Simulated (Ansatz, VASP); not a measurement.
# BaTiO3: VASP beside Ansatz

Contents of INCAR:

```
  PREC = Accurate
  ENCUT = 520
  EDIFF = 1E-6
  ISMEAR = 0
  SIGMA = 0.02
  LREAL = F
  LASPH = T
  NELM = 60
  ALGO = Normal
  ISIF = 2
  LWAVE = F
  LCHARG = T
  GGA = PE
  LELF = T
  LVHAR = T
  NBANDS = 28
```

File KPOINTS:

```
regular mesh
0
Gamma
  8 8 6
```

The input POSCAR:

```
BaTiO3
1.0
    3.9854497974      0.0000000000      0.0000000000
    0.0000000000      3.9854497974      0.0000000000
    0.0000000000      0.0000000000      4.1374754050
Ba Ti O
1 1 3
Direct
    0.5000000000      0.5000000000      0.5871413519
    0.0000000000      0.0000000000      0.1045449601
    0.0000000000      0.5000000000      0.0616190250
    0.5000000000      0.0000000000      0.0616190250
    0.0000000000      0.0000000000      0.5450726280
```

Input for Ansatz:

```yaml
crystal:
  lattice:
    - [3.9854497974, 0.0, 0.0]
    - [0.0, 3.9854497974, 0.0]
    - [0.0, 0.0, 4.137475405]
  atoms:
    - { symbol: Ba, position: [0.5, 0.5, 0.5871413519] }
    - { symbol: Ti, position: [0.0, 0.0, 0.1045449601] }
    - { symbol: O, position: [0.0, 0.5, 0.061619025] }
    - { symbol: O, position: [0.5, 0.0, 0.061619025] }
    - { symbol: O, position: [0.0, 0.0, 0.545072628] }
basis:
  ecutwfc: 420
kpoints:
  mp_grid: { grid: [8, 8, 6] }
  band_path: { path: [VBM, CBM], npoints: 2 }
hamiltonian:
  xc: pbe
scf:
  occupations: { method: gaussian, width: 0.02 }
output:
  forces: true
  stress: true
  eigenvalues: true
checkpoint:
  read: start.run
  write: ck
  compress: false
  write_wavefunctions: false
  write_every: 100000
```

Alike in both runs: task single point; functional PBE; k mesh 8 × 8 × 6; occupations gaussian, width 0.02 eV; no spin polarisation.

|  | VASP | Ansatz |
| --- | --- | --- |
| version | VASP 6.6.1 | Ansatz 0.2.0 |
| potentials or method | VASP PAW PBE potentials, release 64 (Ba_sv, Ti_sv, O), cutoff 520 eV | scalar-relativistic, plane waves, PAW |
| valence electrons in the cell | 40 | 40 |

VASP gave:

| Property | Result |
| --- | --- |
| gap on the k mesh at the Fermi level (eV) | 1.79 |
| least direct gap on the mesh (eV) | 2.30 |
| pressure (GPa) | 3.0 |
| traceless stress, the component that is largest in VASP (GPa) | 0.23 |
| rms of the force components (eV/Å) | 0.031 |

Question: Estimate Ansatz's values.

Answer: gap on the k mesh at the Fermi level (eV): 1.85; least direct gap on the mesh (eV): 2.34; pressure (GPa): 1.3; traceless stress, the component that is largest in VASP (GPa): 0.19; rms of the force components (eV/Å): 0.000.

Atom by atom the forces differ by 0.031 eV/Å (rms over components).

Neither program's run includes spin-orbit coupling.
